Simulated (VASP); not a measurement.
# Ta3N: relaxation of cell and atoms with LDA

Ta3N:

```
Ta N
1.0
     3.03222    0.00000    0.00000
    -1.51611    2.62598    0.00000
     0.00000    0.00000    7.52414
Ta N
3 1
Cartesian
  1.5161 0.8753 6.2155
  0.0000 1.7507 1.3087
  0.0000 0.0000 3.7621
  0.0000 0.0000 0.0000
```

```
Program                : VASP 6.6.1
Task                   : relaxation of cell and atoms
Functional             : LDA
Potentials or basis    : VASP PAW LDA potentials, release 64 (Ta_pv, N)
Cutoff                 : 600 eV
k mesh                 : 7 × 7 × 3
Occupations            : fermi-dirac, width 0.05 eV
Spin                   : no spin polarisation
Target pressure        : 30 GPa
Dipole correction      : no
Further INCAR settings : ALGO = Normal; EDIFF = 1e-07; IBRION = 2; EDIFFG = -0.01; NSW = 60; ISIF = 3
```

```yaml
Relaxed_volume: 12.99 Å³/atom
Relaxed_cell: a = 2.861 Å, b = 2.861 Å, c = 7.330 Å, α = 90.00°, β = 90.00°, γ = 120.00°
Space_group_after_relaxing_to_0.05_Å: P-3m1 (No. 164)
Energy_change_on_relaxing_the_enthalpy_is_what_falls: +85.4 meV/atom
Ionic_steps: 20
Pressure_after_relaxing: 30.0 GPa
Band_gap_on_the_k_mesh: zero (band 19 reaches 8.44 eV, above the bottom of band 20 at 7.82 eV)
```

The path:
| step | energy change (eV) | largest force (eV/Å) | pressure (GPa) | volume (Å³) |
| --- | --- | --- | --- | --- |
| 1 | 0.0000 | 0.6460 | -12.28 | 59.91 |
| 2 | 25.8498 | 17.0717 | 522.44 | 31.76 |
| 3 | 0.0597 | 0.0997 | 18.22 | 53.86 |
| 4 | 0.1935 | 0.2942 | 25.05 | 52.87 |
| 5 | 0.3069 | 0.4330 | 29.94 | 52.21 |
| 6 | 0.2798 | 0.4015 | 28.82 | 52.36 |
| 7 | 0.2976 | 0.0590 | 28.89 | 52.23 |
| 8 | 0.2959 | 0.0288 | 28.87 | 52.24 |
| 9 | 0.4101 | 0.0962 | 33.40 | 51.64 |
| 10 | 0.3310 | 0.0099 | 30.32 | 52.04 |
| 11 | 0.3270 | 0.0458 | 30.16 | 52.06 |
| 12 | 0.3208 | 0.1435 | 29.91 | 52.09 |
| 13 | 0.3217 | 0.1281 | 29.85 | 52.08 |
| 14 | 0.3248 | 0.0696 | 29.65 | 52.05 |
| 15 | 0.3396 | 0.1907 | 29.12 | 51.99 |
| 16 | 0.3272 | 0.0119 | 29.52 | 52.04 |
| 17 | 0.3284 | 0.0132 | 29.47 | 52.03 |
| 18 | 0.3756 | 0.0126 | 31.18 | 51.78 |
| 19 | 0.3408 | 0.0127 | 29.93 | 51.96 |
| 20 | 0.3415 | 0.0005 | 29.99 | 51.96 |

Final structure:
```
Ta N
1.0
     2.86100    0.00000    0.00000
    -1.43050    2.47770    0.00000
     0.00000    0.00000    7.32975
Ta N
3 1
Direct
  0.66667 0.33333 0.82137
  0.33333 0.66667 0.17863
  0.00000 0.00000 0.50000
  0.00000 0.00000 0.00000
```

Levels at points of the mesh, in eV from the Fermi level:
| k point | band 17 | band 18 | band 19 | band 20 | band 21 | band 22 |
| --- | --- | --- | --- | --- | --- | --- |
| (0.00, 0.00, 0.00) | -0.65 | -0.50 | -0.50 | 0.30 | 0.30 | 0.73 |

Run time: 2.4 min on 1 thread of Intel(R) Xeon(R) 6975P-C (Granite Rapids), on a shared host, peak memory 0.19 GiB.

Caveat: the cell is relaxed towards a set pressure, so the enthalpy falls and the energy may rise; spin-orbit coupling is left out, which moves the levels of the heavy elements.
